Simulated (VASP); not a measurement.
# AlRu in VASP: further runs

The runs below take AlRu through single point, with PBE.

Program: VASP 6.6.1. These are calculated values, not measurements. Logs are shortened: lines on timing, memory, paths and dates and some standing lists are left out, and cuts for length are marked.

**1. The cell of the first run**

The cell holds a slab with vacuum, 6 atoms: a = 3.004 Å, b = 4.249 Å, c = 20.249 Å, α = 90.00°, β = 90.00°, γ = 90.00°.

**2. Single point, PBE**

INCAR

```
  PREC = Accurate
  ENCUT = 520
  EDIFF = 1E-6
  ISMEAR = -1
  SIGMA = 0.1
  LREAL = F
  LASPH = T
  NELM = 60
  ALGO = Normal
  ISIF = 2
  LWAVE = F
  LCHARG = F
  LDIPOL = T
  IDIPOL = 3
  DIPOL = 0.5 0.5 0.500
  GGA = PE
  NBANDS = 34
```

KPOINTS

```
Automatic mesh
0
Gamma
  12 9 1
```

POSCAR

```
AlRu
1.0
    3.0043569640      0.0000000000      0.0000000000
    0.0000000000      4.2488023648      0.0000000000
    0.0000000000      0.0000000000     20.2488000000
Ru Al
3 3
Direct
    0.7500000000      0.2500000000      0.3950850825
    0.7500000000      0.7500000000      0.5000000000
    0.7500000000      0.2500000000      0.6049149175
    0.2500000000      0.7500000000      0.3950850825
    0.2500000000      0.2500000000      0.5000000000
    0.2500000000      0.7500000000      0.6049149175
```

Potentials or basis: VASP PAW PBE potentials, release 64 (Ru_pv, Al).

Started as:

```console
$ cat potpaw_PBE.64/Ru_pv/POTCAR potpaw_PBE.64/Al/POTCAR > POTCAR
$ mpirun -np 1 vasp_std > vasp.out
```

OUTCAR:

```text
PREC = Accurate
   ENCUT = 520
   EDIFF = 1E-6
   ISMEAR = -1
   LREAL = F
   LASPH = T
   NELM = 60
   ISIF = 2
   GGA = PE

 ion  position               nearest neighbor table
   1  0.750  0.250  0.395-   5 2.60   5 2.60   4 2.60   4 2.60   4 2.60   4 2.60   2 3.00   2 3.00

   2  0.750  0.750  0.500-   4 2.60   6 2.60   4 2.60   6 2.60   5 2.60   5 2.60   5 2.60   5 2.60
                             1 3.00   1 3.00   3 3.00   3 3.00
   3  0.750  0.250  0.605-   5 2.60   5 2.60   6 2.60   6 2.60   6 2.60   6 2.60   2 3.00   2 3.00

   4  0.250  0.750  0.395-   2 2.60   2 2.60   1 2.60   1 2.60   1 2.60   1 2.60   5 3.00   5 3.00

   5  0.250  0.250  0.500-   1 2.60   3 2.60   1 2.60   3 2.60   2 2.60   2 2.60   2 2.60   2 2.60
                             6 3.00   4 3.00   4 3.00   6 3.00
   6  0.250  0.750  0.605-   2 2.60   2 2.60   3 2.60   3 2.60   3 2.60   3 2.60   5 3.00   5 3.00

  LATTYP: Found a simple orthorhombic cell.
 ALAT       =     3.0043569640
 B/A-ratio  =     1.4142135624
 C/A-ratio  =     6.7398116278

  Lattice vectors:

 A1 = (   3.0043569640,   0.0000000000,   0.0000000000)
 A2 = (   0.0000000000,   4.2488023648,   0.0000000000)
 A3 = (   0.0000000000,   0.0000000000,  20.2488000000)

Analysis of symmetry for initial positions (statically):
=====================================================================
 Subroutine PRICEL returns:
 Original cell was already a primitive cell.

 Routine SETGRP: Setting up the symmetry group for a
 simple orthorhombic supercell.

 Subroutine GETGRP returns: Found  8 space group operations
 (whereof  2 operations were pure point group operations)
 out of a pool of  8 trial point group operations.

The static configuration has the point symmetry C_1h.
 The point group associated with its full space group is D_2h.

Analysis of symmetry for dynamics (positions and initial velocities):
=====================================================================
 Subroutine PRICEL returns:
 Original cell was already a primitive cell.

 Routine SETGRP: Setting up the symmetry group for a
 simple orthorhombic supercell.

 Subroutine GETGRP returns: Found  8 space group operations
 (whereof  2 operations were pure point group operations)
 out of a pool of  8 trial point group operations.

The dynamic configuration has the point symmetry C_1h.
 The point group associated with its full space group is D_2h.

 Subroutine INISYM returns: Found  8 space group operations
 (whereof  2 operations are pure point group operations),
 and found     1 'primitive' translations

[... 114 lines left out ...]
   NUPDOWN=      -1.0000    fix difference up-down
   EMIN   =  10.00;   EMAX   =-10.00  energy-range for DOS
   EFERMI =   0.00;   METHOD = LEGACY
   ISMEAR =    -1;   SIGMA  =   0.10  broadening in eV -4-tet -1-fermi 0-gaus
   EFERMI_NEDOS =   21; number of points for ismear=-14 and -15
   IALGO  =     38    algorithm
   IMIX   =      4    mixing-type and parameters
     AMIX     =   0.40;   BMIX     =  1.00
     AMIX_MAG =   1.60;   BMIX_MAG =  1.00
  volume/ion in A,a.u.               =      43.08       290.71
  Fermi-wavevector in a.u.,A,eV,Ry     =   0.953072  1.801045 12.358804  0.908346
  Thomas-Fermi vector in A             =   2.081693
   LORBIT       =      0    0 simple, 1 ext, 2 COOP (PROOUT), +10 PAW based schemes
   GGA     = PE    functional components
   LHFCALC =     F    Hartree Fock is set to
   AEXX    =    0.0000 exact exchange contribution
   IVDW    =     0    specifies the selected vdW correction
   LEPSILON=     F    determine dielectric tensor
   LRPA    =     F    only Hartree local field effects (RPA)
 non-spin polarized calculation
  energy-cutoff  :      520.00
  volume of cell :      258.47
 maximum number of plane-waves:      6998
 NGX is ok and might be reduce to    24
   NGX = 11   NGY = 15   NGZ = 75

 dipolmoment           0.000000      0.000000     -0.000000 electrons x Angstroem

 number of electron      50.9999996 magnetization

 dipolmoment           0.000000      0.000000      0.000000 electrons x Angstroem

 Free energy of the ion-electron system (eV)
  ---------------------------------------------------
  ext. energy  EPLUGINS =         0.00000000
  ---------------------------------------------------
  free energy    TOTEN  =       -39.33553630 eV

  energy without entropy =      -39.15103534  energy(sigma->0) =      -39.24328582

 E-fermi :   0.1924     XC(G=0):  -4.9361

 val. band max:        0.1923414693   @ k =   0.0833   0.3333   0.0000
 cond. band min:       0.1976291876   @ k =   0.0833   0.4444   0.0000
 fundamental gap:      0.0052877183
 Fermi energy:         0.1924182088

 k-point     1 :       0.0000    0.0000    0.0000
  band No.  band energies     occupation
      1     -41.8098      2.00000
      2     -41.7816      2.00000
      3     -41.6534      2.00000
      4     -41.6106      2.00000
      5     -41.5865      2.00000
      6     -41.5520      2.00000
[... 877 lines left out ...]
     33       5.5636      0.00000
     34       6.2994      0.00000

 [... further k-points ...]

------------------------ aborting loop because EDIFF is reached ----------------------------------------

 vacuum level on the upper side and lower side of the slab       (xc-potential included)        -0.105        -0.105

  FORCE on cell =-STRESS in cart. coord.  units (eV):
  Direction    XX          YY          ZZ          XY          YZ          ZX
  --------------------------------------------------------------------------------------
  -------------------------------------------------------------------------------------
  Total       -4.4818124     -5.4033580     -1.5938872      0.0000000      0.0000000      0.0000000
  in kB      -27.7809381    -33.4932253     -9.8798603      0.0000000      0.0000000      0.0000000
  external PRESSURE =     -23.7180079 kB  Pullay stress =       0.0000000 kB

 VOLUME and BASIS-vectors are now :
 -----------------------------------------------------------------------------
  energy-cutoff  :      520.00
  volume of cell :      258.47
      direct lattice vectors                 reciprocal lattice vectors
     3.004356964  0.000000000  0.000000000     0.332849928  0.000000000  0.000000000
     0.000000000  4.248802365  0.000000000     0.000000000  0.235360441  0.000000000
     0.000000000  0.000000000 20.248800000     0.000000000  0.000000000  0.049385643

 POSITION                                       TOTAL-FORCE (eV/Angst)
 -----------------------------------------------------------------------------------
      2.25327      1.06220      8.00000        -0.000000      0.000000      0.279890
      2.25327      3.18660     10.12440         0.000000      0.000000      0.000000
      2.25327      1.06220     12.24880        -0.000000     -0.000000     -0.279890
      0.75109      3.18660      8.00000         0.000000      0.000000      0.086596
      0.75109      1.06220     10.12440         0.000000      0.000000      0.000000
      0.75109      3.18660     12.24880         0.000000      0.000000     -0.086596
 -----------------------------------------------------------------------------------
    total drift:                                0.000000      0.000000     -0.000000

  FREE ENERGIE OF THE ION-ELECTRON SYSTEM (eV)
  ---------------------------------------------------
  free  energy   TOTEN  =       -39.3355363021 eV

  energy  without entropy=      -39.1510353377  energy(sigma->0) =      -39.24328582

 vacuum level on the upper side and lower side of the slab         4.847         4.847
```

stdout:

```text
POSCAR found type information on POSCAR RuAl
 POSCAR found :  2 types and       6 ions
 scaLAPACK will be used
 LDA part: xc-table for (Slater+PW92), standard interpolation
 POSCAR, INCAR and KPOINTS ok, starting setup
 FFT: planning ... GRIDC
 FFT: planning ... GRID_SOFT
 FFT: planning ... GRID
 WAVECAR not read
 entering main loop
```

It took 13 min on 1 thread of Oxide Virtual Turin-like, shared host; peak memory 0.46 GiB.

Results:

| Item | Value |
| --- | --- |
| Free energy | -39.3355 eV |
| Largest force | 0.280 eV/Å |
| Band gap on the k mesh | zero (an odd number of electrons rules out a gap without spin polarisation) |

Forces in eV/Å, atoms in the order of the input:
```
Ru   0.000  0.000  0.280
Ru   0.000  0.000  0.000
Ru   0.000  0.000 -0.280
Al   0.000  0.000  0.087
Al   0.000  0.000  0.000
Al   0.000  0.000 -0.087
```

Levels at points of the mesh, in eV from the Fermi level:
| k point | band 23 | band 24 | band 25 | band 26 | band 27 | band 28 |
| --- | --- | --- | --- | --- | --- | --- |
| (0.00, 0.00, 0.00) | -0.38 | -0.28 | -0.22 | -0.06 | -0.01 | 0.16 |
| (0.50, 0.00, 0.00) | -0.24 | -0.05 | 0.67 | 0.86 | 1.80 | 2.24 |

**3. Single point, PBE**

INCAR

```
ALGO     = Normal         # electronic algorithm
DIPOL    = 0.5 0.5 0.500
EDIFF    = 1E-6           # SCF threshold, eV
ENCUT    = 520            # plane-wave cutoff, eV
GGA      = PE             # functional
IDIPOL   = 3            
ISIF     = 2              # what is computed and relaxed
ISMEAR   = -1             # smearing method
LASPH    = T              # aspherical terms in the spheres
LCHARG   = F              # write CHGCAR
LDIPOL   = T            
LREAL    = F              # projectors in reciprocal space
LWAVE    = F              # write WAVECAR
NBANDS   = 34             # bands
NELM     = 60             # most SCF steps
PREC     = Accurate       # precision mode
SIGMA    = 0.1            # smearing width, eV
```

KPOINTS

```
k-points
0
Gamma
  12 9 1
```

POSCAR

```
AlRu
1.0
    3.0043569640      0.0000000000      0.0000000000
    0.0000000000      4.2488023648      0.0000000000
    0.0000000000      0.0000000000     20.2488000000
Ru Al
3 3
Direct
    0.7500000000      0.2500000000      0.3968935069
    0.7500000000      0.7500000000      0.5000000006
    0.7500000000      0.2500000000      0.6031064846
    0.2500000000      0.7500000000      0.3960081436
    0.2500000000      0.2500000000      0.4999999842
    0.2500000000      0.7500000000      0.6039918800
```

Potentials or basis: VASP PAW PBE potentials, release 64 (Ru_pv, Al).

Started as:

```console
$ cat potpaw_PBE.64/Ru_pv/POTCAR potpaw_PBE.64/Al/POTCAR > POTCAR
$ mpirun -np 1 vasp_std > vasp.out
```

OUTCAR:

```text
EDIFF = 1E-6
   ENCUT = 520
   GGA = PE
   ISIF = 2
   ISMEAR = -1
   LASPH = T
   LREAL = F
   NELM = 60
   PREC = Accurate

 ion  position               nearest neighbor table
   1  0.750  0.250  0.397-   5 2.57   5 2.57   4 2.60   4 2.60   4 2.60   4 2.60   2 2.98   2 2.98

   2  0.750  0.750  0.500-   4 2.59   4 2.59   6 2.59   6 2.59   5 2.60   5 2.60   5 2.60   5 2.60
                             3 2.98   3 2.98   1 2.98   1 2.98
   3  0.750  0.250  0.603-   5 2.57   5 2.57   6 2.60   6 2.60   6 2.60   6 2.60   2 2.98   2 2.98

   4  0.250  0.750  0.396-   2 2.59   2 2.59   1 2.60   1 2.60   1 2.60   1 2.60   5 2.99   5 2.99

[... 1108 lines left out ...]
  Total       -3.7774694     -4.8133983     -0.0137117      0.0000000      0.0000000      0.0000000
  in kB      -23.4150012    -29.8363047     -0.0849930      0.0000000      0.0000000      0.0000000
  external PRESSURE =     -17.7787663 kB  Pullay stress =       0.0000000 kB

 VOLUME and BASIS-vectors are now :
 -----------------------------------------------------------------------------
  energy-cutoff  :      520.00
  volume of cell :      258.47
      direct lattice vectors                 reciprocal lattice vectors
     3.004356964  0.000000000  0.000000000     0.332849928  0.000000000  0.000000000
     0.000000000  4.248802365  0.000000000     0.000000000  0.235360441  0.000000000
     0.000000000  0.000000000 20.248800000     0.000000000  0.000000000  0.049385643

 POSITION                                       TOTAL-FORCE (eV/Angst)
 -----------------------------------------------------------------------------------
      2.25327      1.06220      8.03662        -0.000000      0.000000     -0.010225
      2.25327      3.18660     10.12440         0.000000     -0.000000      0.000000
      2.25327      1.06220     12.21218        -0.000000     -0.000000      0.010225
      0.75109      3.18660      8.01869         0.000000     -0.000000      0.004572
      0.75109      1.06220     10.12440         0.000000     -0.000000      0.000000
      0.75109      3.18660     12.23011         0.000000     -0.000000     -0.004572
 -----------------------------------------------------------------------------------
    total drift:                                0.000000      0.000000      0.000280

  FREE ENERGIE OF THE ION-ELECTRON SYSTEM (eV)
  ---------------------------------------------------
  free  energy   TOTEN  =       -39.3473350565 eV

  energy  without entropy=      -39.1607229165  energy(sigma->0) =      -39.25402899

 vacuum level on the upper side and lower side of the slab         4.826         4.826
```

OSZICAR:

```text
N       E                     dE             d eps       ncg     rms          rms(c)
DAV:   1     0.344429927790E+03    0.34443E+03   -0.27866E+04  3180   0.125E+03
DAV:   2    -0.306436770702E+02   -0.37507E+03   -0.36172E+03  2742   0.325E+02
DAV:   3    -0.422673439371E+02   -0.11624E+02   -0.11264E+02  2896   0.554E+01
[... 16 lines left out ...]
DAV:  20    -0.393472872575E+02   -0.85478E-04   -0.60156E-06  2052   0.695E-03    0.850E-04
DAV:  21    -0.393473255344E+02   -0.38277E-04   -0.37120E-06  2024   0.353E-03    0.122E-03
DAV:  22    -0.393473316958E+02   -0.61615E-05   -0.37336E-07  1890   0.218E-03    0.248E-04
DAV:  23    -0.393473347305E+02   -0.30347E-05   -0.26441E-07  1782   0.885E-04    0.118E-04
DAV:  24    -0.393473350565E+02   -0.32601E-06   -0.24240E-08  1704   0.418E-04
   1 F= -.39347335E+02 E0= -.39254029E+02  d E =-.186612E+00
```

Run time: 13 min. Hardware: 1 thread of Oxide Virtual Turin-like, shared host; peak memory 0.46 GiB.

What came out:

| Item | Value |
| --- | --- |
| Free energy | -39.3473 eV |
| Largest force | 0.010 eV/Å |
| Band gap on the k mesh | zero (an odd number of electrons rules out a gap without spin polarisation) |

Forces on the atoms (eV/Å):
```
Ru   0.000  0.000 -0.010
Ru   0.000  0.000  0.000
Ru   0.000  0.000  0.010
Al   0.000  0.000  0.005
Al   0.000  0.000  0.000
Al   0.000  0.000 -0.005
```

Levels at points of the mesh, in eV from the Fermi level:
```
           k point  band 22  band 23  band 24  band 25  band 26  band 27  band 28  band 29
(0.00, 0.00, 0.00)    -0.59    -0.39    -0.33    -0.19    -0.08     0.01     0.13     0.32
(0.50, 0.00, 0.00)    -0.58    -0.23     0.00     0.70     0.88     1.89     2.22     2.58
```

**4. Single point, PBE**

INCAR

```
SYSTEM = AlRu
PREC = Accurate
ENCUT = 520
EDIFF = 1E-7
ISMEAR = -1
SIGMA = 0.1
LREAL = .FALSE.
LASPH = .TRUE.
NELM = 100
ALGO = Normal
ISIF = 2
LWAVE = .FALSE.
LCHARG = .FALSE.
LDIPOL = .TRUE.
IDIPOL = 3
DIPOL = 0.5 0.5 0.500
GGA = PE
NBANDS = 34
```

KPOINTS

```
regular mesh
0
G
  12 9 1
  0 0 0
```

POSCAR is that of step 3.

Started as:

```console
$ cat potpaw_PBE.64/Ru_pv/POTCAR potpaw_PBE.64/Al/POTCAR > POTCAR
$ mpirun -np 1 vasp_std > vasp.out
```

It took 15 min on 1 thread of Oxide Virtual Turin-like, shared host; peak memory 0.44 GiB.

It converged, with:

```yaml
Free_energy: -39.3473 eV
Largest_force: 0.010 eV/Å
Band_gap_on_the_k_mesh: zero (an odd number of electrons rules out a gap without spin polarisation)
```

Forces on the atoms (eV/Å):
```
Ru   0.000  0.000 -0.010
Ru   0.000  0.000  0.000
Ru   0.000  0.000  0.010
Al   0.000  0.000  0.005
Al   0.000  0.000  0.000
Al   0.000  0.000 -0.005
```

Levels at points of the mesh, in eV from the Fermi level:
| k point | band 22 | band 23 | band 24 | band 25 | band 26 | band 27 | band 28 | band 29 |
| --- | --- | --- | --- | --- | --- | --- | --- | --- |
| (0.00, 0.00, 0.00) | -0.59 | -0.39 | -0.33 | -0.19 | -0.08 | 0.01 | 0.13 | 0.32 |
| (0.50, 0.00, 0.00) | -0.58 | -0.23 | 0.00 | 0.70 | 0.88 | 1.89 | 2.22 | 2.58 |
